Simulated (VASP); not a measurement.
A run of VASP 6.6.1 is set up as follows.

File INCAR:

```
SYSTEM = InP
  ALGO = Normal
  EDIFF = 1E-7
  ENCUT = 520
  GGA = PE
  ISIF = 2
  ISMEAR = -1
  LASPH = .TRUE.
  LCHARG = .FALSE.
  LREAL = .FALSE.
  LWAVE = .FALSE.
  NBANDS = 16
  NELM = 80
  PREC = Accurate
  SIGMA = 0.02
```

Contents of KPOINTS:

```
k-points
0
G
  8 8 8
  0 0 0
```

The input POSCAR:

```
InP
1.0
    0.0000000000      3.0943879286      3.0943879286
    3.0943879286      0.0000000000      3.0943879286
    3.0943879286      3.0943879286      0.0000000000
In P
1 1
Direct
    0.0000000000      0.0000000000      0.0000000000
    0.2500000000      0.2500000000      0.2500000000
```

Potentials or basis: VASP PAW PBE potentials, release 64 (In_d, P).

Run with:

```bash
$ cat potpaw_PBE.64/In_d/POTCAR potpaw_PBE.64/P/POTCAR > POTCAR
$ mpirun -np 1 vasp_std > vasp.out
```

Question: Estimate the band gap on the k mesh.

Answer: Zero (filled and empty bands touch).

Question: Predict the pressure.

Answer: -5.1 GPa.

Caveat: the cell differs from its parent crystal (strain +4.8%); spin-orbit coupling is left out, which moves the levels of the heavy elements.
